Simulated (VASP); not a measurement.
Input of a VASP 6.6.1 run:

INCAR

```
ALGO = Normal
EDIFF = 1E-8
ENCUT = 520
GGA = PS
ISIF = 2
ISMEAR = -1
LASPH = T
LCHARG = F
LEFG = T
LREAL = F
LWAVE = F
NBANDS = 11
NELM = 60
PREC = Accurate
SIGMA = 0.05
```

The input KPOINTS:

```
k-points
0
Gamma
  18 18 18
```

POSCAR

```
Pd
1.0
    0.0000000000      1.9449000000      1.9837980000
    1.9449000000      0.0000000000      1.9837980000
    1.9449000000      1.9449000000      0.0000000000
Pd
1
Direct
    0.0000000000      0.0000000000      0.0000000000
```

Potentials or basis: VASP PAW PBE potentials, release 64 (Pd).

Run with:

```console
$ cat potpaw_PBE.64/Pd/POTCAR > POTCAR
$ mpirun -np 1 vasp_std > vasp.out
```

(1) Predict the band gap on the k mesh.

(2) Predict the pressure.

Answers

(1) zero (band 5 reaches 9.68 eV, above the bottom of band 6 at 8.12 eV).

(2) -6.1 GPa.

Caveat: the cell differs from its parent crystal (zz strain of +2 %); without QUAD_EFG the Cq values of the log hold for a quadrupole moment of 1 mb, not for the nuclei; the PAW data sets were made with another functional, which shifts forces and pressure a little.
